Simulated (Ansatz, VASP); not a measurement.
**ScAs4 in VASP and in Ansatz**

```xyz
5
Lattice="2.6287 -2.6908 0.0000 2.6287 2.6908 0.0000 0.0000 0.0000 7.6427" Properties=species:S:1:pos:R:3 pbc="T T T"
Sc    0.0000    0.0000    0.0000
As    2.6287    0.0000    6.3657
As    2.6287    0.0000    1.2770
As    2.6287    1.1854    3.8214
As    2.6287   -1.1854    3.8214
```

Alike in both runs: functional PBE; k mesh 4 × 4 × 2; occupations gaussian, width 0.1 eV; no spin polarisation.

Ansatz relaxed the structure, and its values are those at the end. VASP's run is a single point on that final structure, the one shown.

```csv
,VASP,Ansatz
version,VASP 6.6.1,Ansatz 0.2.0
potentials or method,"VASP PAW PBE potentials, release 64 (Sc_sv, As), cutoff 500 eV","scalar-relativistic, plane waves, PAW"
valence electrons in the cell,31,71
```

Ansatz gave:

| Property | Result |
| --- | --- |
| gap on the k mesh at the Fermi level (eV) | none |
| pressure (GPa) | 0.0 |
| rms of the force components (eV/Å) | 0.005 |

Problem. Which values does VASP return?

Solution. gap on the k mesh at the Fermi level (eV): none; pressure (GPa): 0.3; rms of the force components (eV/Å): 0.019.

A gap of «none» marks a metal or a gap that the smearing closes. VASP's potentials hold 31 valence electrons a cell and Ansatz's 71, so a difference there can come from the potentials and not from the codes.

The k mesh is coarse, so the values compare programs but aren't converged.
